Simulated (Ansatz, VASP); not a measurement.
# PH12C6SN3 in VASP and in Ansatz

```
H P C S N
1.0
     4.65402    2.68700    2.73328
    -4.65402    2.68700    2.73328
     0.00000   -5.37400    2.73328
H P C S N
12 1 6 1 3
Direct
  0.16890 0.97730 0.66504
  0.66504 0.16890 0.97730
  0.97730 0.66504 0.16890
  0.97730 0.16890 0.66504
  0.16890 0.66504 0.97730
  0.66504 0.97730 0.16890
  0.01211 0.56212 0.56212
  0.56212 0.01211 0.56212
  0.56212 0.56212 0.01211
  0.70645 0.44847 0.44847
  0.44847 0.70645 0.44847
  0.44847 0.44847 0.70645
  0.00594 0.00594 0.00594
  0.00118 0.00118 0.69811
  0.69811 0.00118 0.00118
  0.00118 0.69811 0.00118
  0.83958 0.58282 0.58282
  0.58282 0.83958 0.58282
  0.58282 0.58282 0.83958
  0.24599 0.24599 0.24599
  0.81094 0.81094 0.54549
  0.54549 0.81094 0.81094
  0.81094 0.54549 0.81094
```

Alike in both runs: functional PBE; dispersion D3(BJ); k mesh 6 × 6 × 6; occupations gaussian, width 0.1 eV; no spin polarisation.

Ansatz relaxed the structure, and its values are those at the end. VASP's run is a single point on that final structure, the one shown.

|  | VASP | Ansatz |
| --- | --- | --- |
| version | VASP 6.6.1 | Ansatz 0.2.0 |
| potentials or method | VASP PAW PBE potentials, release 64 (H, P, C, S, N), cutoff 520 eV | scalar-relativistic, plane waves, PAW |
| valence electrons in the cell | 62 | 62 |

|  | VASP | Ansatz | Ansatz less VASP |
| --- | --- | --- | --- |
| gap on the k mesh at the Fermi level (eV) | 4.18 | 4.18 | -0.010 |
| least direct gap on the mesh (eV) | 4.40 | 4.39 | -0.012 |
| pressure (GPa) | -0.1 | 0.0 | +0.07 |
| rms of the force components (eV/Å) | 0.029 | 0.016 | -0.0125 |
